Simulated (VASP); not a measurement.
# O (C2/m) in VASP: notebook

The runs below take O through single point, with BLYP, PBEsol, LDA.

All numbers are computed with VASP 6.6.1; they aren't measurements. Logs are shortened: lines on timing, memory, paths and dates and some standing lists are left out, and cuts for length are marked.

### Step 1. The cell of the first run

Symmetry: C2/m, No. 12, monoclinic system. Conventional cell: a = 5.703 Å, b = 3.325 Å, c = 4.363 Å, α = 90.00°, β = 123.29°, γ = 90.00°. Within 1.6 Å of O (site symmetry m) lie 1 O at 1.22 Å.

### Step 2. Single point, BLYP

Input file INCAR:

```
SYSTEM = O
PREC = Accurate
ENCUT = 520
EDIFF = 1E-7
ISMEAR = -1
SIGMA = 0.1
LREAL = .FALSE.
LASPH = .TRUE.
NELM = 100
ALGO = Normal
ISIF = 2
LWAVE = .FALSE.
LCHARG = .FALSE.
GGA = B5
ALDAX = 1.0
AGGAX = 1.0
AGGAC = 1.0
ALDAC = 0.0
NBANDS = 13
```

Input file KPOINTS:

```
Automatic mesh
0
G
  7 7 5
  0 0 0
```

Input file POSCAR:

```
O
1.0
    2.8514030000     -1.6624160000      0.0000000000
    2.8514030000      1.6624160000      0.0000000000
   -2.3944910000      0.0000000000      3.6470500000
O
2
Direct
    0.0254540000      0.0254540000      0.1555740000
    0.9745460000      0.9745460000      0.8444260000
```

Potentials or basis: VASP PAW PBE potentials, release 64 (O).

Launch:

```sh
> cat potpaw_PBE.64/O/POTCAR > POTCAR
> mpirun -np 1 vasp_std > vasp.out
```

OUTCAR:

```text
SYSTEM = O
   PREC = Accurate
   ENCUT = 520
   EDIFF = 1E-7
   ISMEAR = -1
   LREAL = .FALSE.
   LASPH = .TRUE.
   NELM = 100
   ISIF = 2
   GGA = B5

 ion  position               nearest neighbor table
   1  0.025  0.025  0.156-   2 1.22
   2  0.975  0.975  0.844-   1 1.22

  LATTYP: Found a base centered monoclinic cell.
 ALAT       =     5.7028060000
 B/A-ratio  =     0.5830168517
 C/A-ratio  =     0.7650376927
 COS(beta)  =    -0.5488349735

  Lattice vectors:

 A1 = (   2.8514030000,  -1.6624160000,   0.0000000000)
 A2 = (   2.8514030000,   1.6624160000,   0.0000000000)
 A3 = (  -2.3944910000,   0.0000000000,   3.6470500000)

Analysis of symmetry for initial positions (statically):
=====================================================================
 Subroutine PRICEL returns:
 Original cell was already a primitive cell.

 Routine SETGRP: Setting up the symmetry group for a
 base centered monoclinic supercell.

 Subroutine GETGRP returns: Found  4 space group operations
 (whereof  4 operations were pure point group operations)
 out of a pool of  4 trial point group operations.

The static configuration has the point symmetry C_2h.

Analysis of symmetry for dynamics (positions and initial velocities):
=====================================================================
 Subroutine PRICEL returns:
 Original cell was already a primitive cell.

 Routine SETGRP: Setting up the symmetry group for a
 base centered monoclinic supercell.

 Subroutine GETGRP returns: Found  4 space group operations
 (whereof  4 operations were pure point group operations)
 out of a pool of  4 trial point group operations.

The dynamic configuration has the point symmetry C_2h.

 Subroutine INISYM returns: Found  4 space group operations
 (whereof  4 operations are pure point group operations),
 and found     1 'primitive' translations

----------------------------------------------------------------------------------------

                                     Primitive cell

  volume of cell :      34.5756

  direct lattice vectors                    reciprocal lattice vectors
     2.851403000 -1.662416000  0.000000000     0.175352274 -0.300767076  0.115128513
     2.851403000  1.662416000  0.000000000     0.175352274  0.300767076  0.115128513
    -2.394491000  0.000000000  3.647050000     0.000000000  0.000000000  0.274194212

  length of vectors
     3.300625096  3.300625096  4.362861544     0.366693099  0.366693099  0.274194212

  position of ions in fractional coordinates (direct lattice)
     0.025454000  0.025454000  0.155574000
     0.974546000  0.974546000  0.844426000

  ion indices of the primitive-cell ions
   primitive index   ion index
                 1           1
                 2           2

----------------------------------------------------------------------------------------

 KPOINTS: Automatic mesh

Automatic generation of k-mesh.
 Grid dimensions read from file:
 generate k-points for:    7    7    5

 Generating k-lattice:

  Cartesian coordinates                     Fractional coordinates (reciprocal lattice)
     0.025050325 -0.042966725  0.016446930     0.142857143 -0.000000000  0.000000000
     0.025050325  0.042966725  0.016446930    -0.000000000  0.142857143  0.000000000
     0.000000000  0.000000000  0.054838842     0.000000000  0.000000000  0.200000000

  Length of vectors
     0.052384728  0.052384728  0.054838842

  Shift w.r.t. Gamma in fractional coordinates (k-lattice)
     0.000000000  0.000000000  0.000000000

 Subroutine IBZKPT returns following result:
 ===========================================

 Found     72 irreducible k-points:

 Following reciprocal coordinates:
            Coordinates               Weight
  0.000000  0.000000  0.000000      1.000000
  0.142857  0.000000  0.000000      4.000000
  0.285714  0.000000 -0.000000      4.000000
  0.428571 -0.000000  0.000000      4.000000
  0.142857  0.142857  0.000000      2.000000
  0.285714  0.142857 -0.000000      4.000000
[... 16 lines left out ...]
 -0.142857  0.000000  0.200000      4.000000
  0.142857  0.142857  0.200000      2.000000
 [... further k-points ...]
   k-points           NKPTS =     72   k-points in BZ     NKDIM =     72   number of bands    NBANDS=     13
   number of dos      NEDOS =    301   number of ions     NIONS =      2
   total plane-waves  NPLWV =  25088
   dimension x,y,z NGX =    28 NGY =   28 NGZ =   32
   dimension x,y,z NGXF=    56 NGYF=   56 NGZF=   64
   ions per type =               2
   NGX,Y,Z   is equivalent  to a cutoff of  14.10, 14.10, 12.19 a.u.
   NGXF,Y,Z  is equivalent  to a cutoff of  28.21, 28.21, 24.39 a.u.
 SYSTEM =  O
   PREC   = accura    normal or accurate (medium, high low for compatibility)
   ISTART =      0    job   : 0-new  1-cont  2-samecut
   ICHARG =      2    charge: 1-file 2-atom 10-const
   ISPIN  =      1    spin polarized calculation?
   LNONCOLLINEAR =      F non collinear calculations
   LSORBIT =      F    spin-orbit coupling
   LASPH  =      T    aspherical Exc in radial PAW
   ENCUT  =  520.0 eV  38.22 Ry    6.18 a.u.   6.14  6.14  8.11*2*pi/ulx,y,z
   NELM   =    100;   NELMIN=  2; NELMDL= -5     # of ELM steps
   EDIFF  = 0.1E-06   stopping-criterion for ELM
   LREAL  =      F    real-space projection
   EDIFFG = 0.1E-05   stopping-criterion for IOM
   NSW    =      0    number of steps for IOM
   IBRION =     -1    ionic relax: 0-MD 1-quasi-New 2-CG
   NFREE  =      0    steps in history (QN), initial steepest desc. (CG)
   ISIF   =      2    stress and relaxation
   ISYM   =      2    0-nonsym 1-usesym 2-fastsym
   POTIM  = 0.5000    time-step for ionic-motion
   TEBEG  =    0.0;   TEEND  =   0.0 temperature during run
   PSTRESS=    0.0 pullay stress
   NELECT =      12.0000    total number of electrons
   NUPDOWN=      -1.0000    fix difference up-down
   EMIN   =  10.00;   EMAX   =-10.00  energy-range for DOS
   EFERMI =   0.00;   METHOD = LEGACY
   ISMEAR =    -1;   SIGMA  =   0.10  broadening in eV -4-tet -1-fermi 0-gaus
   EFERMI_NEDOS =   21; number of points for ismear=-14 and -15
   IALGO  =     38    algorithm
   IMIX   =      4    mixing-type and parameters
     AMIX     =   0.40;   BMIX     =  1.00
     AMIX_MAG =   1.60;   BMIX_MAG =  1.00
  volume/ion in A,a.u.               =      17.29       116.66
  Fermi-wavevector in a.u.,A,eV,Ry     =   1.150479  2.174089 18.008687  1.323601
  Thomas-Fermi vector in A             =   2.287142
   LORBIT       =      0    0 simple, 1 ext, 2 COOP (PROOUT), +10 PAW based schemes
   GGA     = B5    functional components
   LHFCALC =     F    Hartree Fock is set to
   AEXX    =    0.0000 exact exchange contribution
   IVDW    =     0    specifies the selected vdW correction
   LEPSILON=     F    determine dielectric tensor
   LRPA    =     F    only Hartree local field effects (RPA)
 non-spin polarized calculation
  energy-cutoff  :      520.00
  volume of cell :       34.58
 maximum number of plane-waves:       947
 NGX is ok and might be reduce to    28
   NGX = 13   NGY = 13   NGZ = 17

 number of electron      11.9999999 magnetization

 Free energy of the ion-electron system (eV)
  ---------------------------------------------------
  ext. energy  EPLUGINS =         0.00000000
  ---------------------------------------------------
  free energy    TOTEN  =        -8.57764458 eV

  energy without entropy =       -8.39918527  energy(sigma->0) =       -8.48841492

 E-fermi :  -1.7675     XC(G=0):  -7.3306

 val. band max:       -1.7716493079   @ k =   0.4286   0.2857   0.2000
 cond. band min:      -1.7648068597   @ k =   0.4286   0.4286   0.0000
 fundamental gap:      0.0068424482
 Fermi energy:        -1.7675081755

 k-point     1 :       0.0000    0.0000    0.0000
  band No.  band energies     occupation
      1     -28.0399      2.00000
      2     -15.3812      2.00000
      3      -9.4799      2.00000
      4      -7.9259      2.00000
      5      -7.8940      2.00000
      6      -1.8533      1.40442
      7      -1.5684      0.24039
      8       5.0110      0.00000
      9       8.6715      0.00000
     10      12.5166      0.00000
     11      13.7394      0.00000
     12      16.2569      0.00000
     13      17.3142      0.00000

 k-point     2 :       0.1429    0.0000    0.0000
  band No.  band energies     occupation
      1     -28.0189      2.00000
      2     -15.3877      2.00000
      3      -9.4433      2.00000
      4      -8.0800      2.00000
      5      -7.9311      2.00000
      6      -1.8278      1.29255
      7      -1.6401      0.43714
      8       5.4428      0.00000
      9       8.6496      0.00000
     10      12.1111      0.00000
     11      14.2032      0.00000
     12      15.1701      0.00000
     13      16.7747      0.00000

 k-point     3 :       0.2857    0.0000   -0.0000
  band No.  band energies     occupation
      1     -27.9717      2.00000
      2     -15.4016      2.00000
      3      -9.3373      2.00000
      4      -8.4544      2.00000
      5      -7.9961      2.00000
      6      -1.8844      1.52577
      7      -1.6853      0.61082
      8       6.5581      0.00000
      9       8.6065      0.00000
     10      11.7762      0.00000
     11      12.5006      0.00000
     12      15.1217      0.00000
     13      16.2783      0.00000

 k-point     4 :       0.4286   -0.0000    0.0000
  band No.  band energies     occupation
      1     -27.9335      2.00000
      2     -15.4118      2.00000
      3      -9.1513      2.00000
      4      -8.8465      2.00000
      5      -8.0470      2.00000
      6      -2.0112      1.83923
      7      -1.6349      0.41961
      8       7.8280      0.00000
      9       8.7318      0.00000
     10      10.1117      0.00000
     11      12.8198      0.00000
     12      13.8952      0.00000
     13      17.0068      0.00000

 k-point     5 :       0.1429    0.1429    0.0000
  band No.  band energies     occupation
      1     -28.0142      2.00000
      2     -15.4263      2.00000
      3      -9.4257      2.00000
      4      -8.0240      2.00000
      5      -7.9923      2.00000
      6      -1.8112      1.21523
      7      -1.5354      0.17871
      8       5.5284      0.00000
      9       8.6371      0.00000
     10      11.0451      0.00000
     11      15.1326      0.00000
     12      15.7617      0.00000
     13      16.0998      0.00000
[... 257 lines left out ...]
 k-point    22 :      -0.2857    0.0000    0.2000
  band No.  band energies     occupation
      1     -27.9720      2.00000
      2     -15.4309      2.00000
      3      -9.2411      2.00000
      4      -8.3662      2.00000
      5      -8.0495      2.00000
      6      -1.9643      1.75476
      7      -1.7418      0.87226
      8       6.1850      0.00000
      9       8.4547      0.00000
     10      12.3977      0.00000
     11      13.2466      0.00000
     12      14.3774      0.00000
     13      16.2076      0.00000

 k-point    23 :      -0.1429    0.0000    0.2000
  band No.  band energies     occupation
      1     -28.0138      2.00000
      2     -15.4772      2.00000
      3      -9.2353      2.00000
      4      -8.0678      2.00000
      5      -7.9745      2.00000
      6      -1.8510      1.39497
      7      -1.6254      0.38887
      8       5.2224      0.00000
      9       8.4705      0.00000
     10      11.4979      0.00000
     11      14.5138      0.00000
     12      15.9359      0.00000
     13      16.6562      0.00000

 k-point    24 :       0.1429    0.1429    0.2000
  band No.  band energies     occupation
      1     -27.9956      2.00000
      2     -15.6555      2.00000
      3      -9.0211      2.00000
      4      -8.0740      2.00000
      5      -8.0414      2.00000
      6      -1.6593      0.50630
      7      -1.4333      0.06828
      8       5.7581      0.00000
      9       7.5189      0.00000
     10       9.9625      0.00000
     11      14.5357      0.00000
     12      15.8997      0.00000
     13      17.1327      0.00000

 [... further k-points ...]
[... 5 lines left out ...]
  --------------------------------------------------------------------------------------
  -------------------------------------------------------------------------------------
  Total        0.3653282     -0.4658015      1.2815191      0.0000000      0.0000000     -0.4800059
  in kB       16.9287063    -21.5844729     59.3834809      0.0000000      0.0000000    -22.2426815
  external PRESSURE =      18.2425714 kB  Pullay stress =       0.0000000 kB

 VOLUME and BASIS-vectors are now :
 -----------------------------------------------------------------------------
  energy-cutoff  :      520.00
  volume of cell :       34.58
      direct lattice vectors                 reciprocal lattice vectors
     2.851403000 -1.662416000  0.000000000     0.175352274 -0.300767076  0.115128513
     2.851403000  1.662416000  0.000000000     0.175352274  0.300767076  0.115128513
    -2.394491000  0.000000000  3.647050000     0.000000000  0.000000000  0.274194212

 POSITION                                       TOTAL-FORCE (eV/Angst)
 -----------------------------------------------------------------------------------
     -0.22736      0.00000      0.56739        -0.432806      0.000000      1.440169
      3.53568      0.00000      3.07966         0.432806      0.000000     -1.440169
 -----------------------------------------------------------------------------------
    total drift:                                0.000000      0.000000      0.000000

  FREE ENERGIE OF THE ION-ELECTRON SYSTEM (eV)
  ---------------------------------------------------
  free  energy   TOTEN  =        -8.5776445777 eV

  energy  without entropy=       -8.3991852670  energy(sigma->0) =       -8.48841492
```

It took 51 s on 1 thread of Intel Xeon 8259CL, shared host; peak memory 0.16 GiB.

Results:

```yaml
Free_energy: -8.5776 eV
Pressure: 1.8 GPa
Largest_force: 1.504 eV/Å
Band_gap_on_the_k_mesh: zero (bands 6 and 7 overlap by 0.28 eV)
```

Forces in eV/Å, atoms in the order of the input:
```
O   -0.433  0.000  1.440
O    0.433  0.000 -1.440
```

Caveat: the standard files for N, O and F lose accuracy on very short bonds; spin is off for a triplet molecule; this functional lacks dispersion, which holds the molecules together, so the pressure and a relaxed volume are unreliable; the PAW data sets were made with another functional, which shifts forces and pressure a little.

### Step 3. Single point, PBEsol

Input file INCAR:

```
SYSTEM = O
PREC     = Accurate       ! precision mode
ENCUT    = 520            ! plane-wave cutoff, eV
EDIFF    = 1E-7           ! SCF threshold, eV
ISMEAR   = -1             ! smearing method
SIGMA    = 0.1            ! smearing width, eV
LREAL    = .FALSE.        ! projectors in reciprocal space
LASPH    = .TRUE.         ! aspherical terms in the spheres
NELM     = 100            ! most SCF steps
ALGO     = Normal         ! electronic algorithm
ISIF     = 2              ! what is computed and relaxed
LWAVE    = .FALSE.        ! write WAVECAR
LCHARG   = .FALSE.        ! write CHGCAR
GGA      = PS             ! functional
NBANDS   = 13             ! bands
```

KPOINTS is that of step 2.

POSCAR is that of step 2.

Potentials or basis: VASP PAW PBE potentials, release 64 (O).

Launch:

```sh
> cat potpaw_PBE.64/O/POTCAR > POTCAR
> mpirun -np 1 vasp_std > vasp.out
```

Wall time 64 s (1 thread of Intel Xeon 8259CL, shared host); peak memory 0.16 GiB.

Results (log left out):

```
Free energy            : -9.5719 eV
Pressure               : -1.2 GPa
Largest force          : 0.423 eV/Å
Band gap on the k mesh : zero (bands 6 and 7 overlap by 0.28 eV)
```

Forces in eV/Å, atoms in the order of the input:
```
O   -0.022  0.000  0.422
O    0.022  0.000 -0.422
```

Stress tensor (GPa, compression positive):
```
-0.16  0.00 -0.06
 0.00 -3.14  0.00
-0.06  0.00 -0.18
```

Levels at points of the mesh, in eV from the Fermi level:
```tsv
k point	band 4	band 5	band 6	band 7	band 8	band 9
(0.00, 0.00, 0.00)	-6.28	-6.25	-0.08	0.20	6.66	10.44
```

Caveat: the standard files for N, O and F lose accuracy on very short bonds; spin is off for a triplet molecule; this functional lacks dispersion, which holds the molecules together, so the pressure and a relaxed volume are unreliable; the PAW data sets were made with another functional, which shifts forces and pressure a little.

### Step 4. Single point, LDA

Input file INCAR:

```
ALGO = Normal
EDIFF = 1E-6
ENCUT = 520
GGA = CA
ISIF = 2
ISMEAR = -1
LASPH = True
LCHARG = False
LREAL = False
LWAVE = False
NBANDS = 13
NELM = 100
PREC = Accurate
SIGMA = 0.1
```

Input file KPOINTS:

```
k-points
0
Gamma
  7 7 5
```

POSCAR is that of step 3.

Potentials or basis: VASP PAW LDA potentials, release 64 (O).

Launch:

```sh
> cat potpaw_LDA.64/O/POTCAR > POTCAR
> mpirun -np 1 vasp_std > vasp.out
```

Wall time 39 s (1 thread of Intel Xeon 8259CL, shared host); peak memory 0.15 GiB.

The run converged. Its results:

```
Free energy            : -10.0661 eV
Pressure               : -3.6 GPa
Largest force          : 0.131 eV/Å
Band gap on the k mesh : zero (bands 6 and 7 overlap by 0.29 eV)
```

Forces on the atoms (eV/Å):
```
O    0.129  0.000  0.019
O   -0.129  0.000 -0.019
```

Stress tensor (GPa, compression positive):
```
-2.16  0.00  0.73
 0.00 -4.80  0.00
 0.73  0.00 -3.83
```

Levels at points of the mesh, in eV from the Fermi level:
```
           k point  band 4  band 5  band 6  band 7  band 8  band 9
(0.00, 0.00, 0.00)   -6.25   -6.22   -0.09    0.21    6.38   10.33
```

Caveat: the standard files for N, O and F lose accuracy on very short bonds; spin is off for a triplet molecule; the cell stands under tension.

### Step 5. Overview

```csv
level,potentials or basis,gap on the mesh (eV),pressure (GPa),largest force (eV/Å)
BLYP,"VASP PAW PBE potentials, release 64 (O)",none,1.8,1.50
PBEsol,"VASP PAW PBE potentials, release 64 (O)",none,-1.2,0.42
LDA,"VASP PAW LDA potentials, release 64 (O)",none,-3.6,0.13
```

Alike in all rows: task single point; no spin polarisation; cell as given; k mesh 7 × 7 × 5; cutoff (eV) 520; smearing fermi-dirac 0.1 eV.

Caveats: the standard files for N, O and F lose accuracy on very short bonds; spin is off for a triplet molecule; this functional lacks dispersion, which holds the molecules together, so the pressure and a relaxed volume are unreliable (at least some runs); the PAW data sets were made with another functional, which shifts forces and pressure a little (at least some runs); the cell stands under tension (at least some runs).

Absolute energies hang on the potentials; compare differences alone.
